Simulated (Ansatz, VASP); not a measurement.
## BaTiO3 in VASP and in Ansatz

```
Ba Ti O
1.0
     2.69505    1.55599    2.37902
    -2.69505    1.55599    2.37902
     0.00000   -3.11198    2.37902
Ba Ti O
1 1 3
Direct
  0.99997 0.99997 0.99997
  0.50770 0.50770 0.50770
  0.49225 0.49225 0.98652
  0.49225 0.98652 0.49225
  0.98652 0.49225 0.49225
```

Change from the starting cell: strain -0.050 along x and y, +0.025 along z, atoms carried along.

Alike in both runs: task single point; functional r2SCAN; k mesh 6 × 6 × 6; occupations gaussian, width 0.05 eV; no spin polarisation; Hubbard terms Ti d U = 4.0 eV.

```csv
,VASP,Ansatz
version,VASP 6.6.1,Ansatz 0.2.0
potentials or method,"VASP PAW PBE potentials, release 64 (Ba_sv, Ti_sv, O), cutoff 520 eV","scalar-relativistic, plane waves, PAW"
valence electrons in the cell,40,40
```

```tsv
	VASP	Ansatz	Ansatz less VASP
gap on the k mesh at the Fermi level (eV)	2.90	2.94	+0.041
least direct gap on the mesh (eV)	2.99	3.00	+0.009
pressure (GPa)	22.2	17.0	-5.14
traceless stress, the component that is largest in VASP (GPa)	-15.56	-14.90	+0.658
rms of the force components (eV/Å)	0.471	0.240	-0.2310
```

VASP's potentials were made for PBE, not for r2SCAN. The programs project onto different local orbitals, so the same U acts differently, and such runs can settle in different states. Atom by atom the forces differ by 0.241 eV/Å (rms over components).

Neither program's run includes spin-orbit coupling.
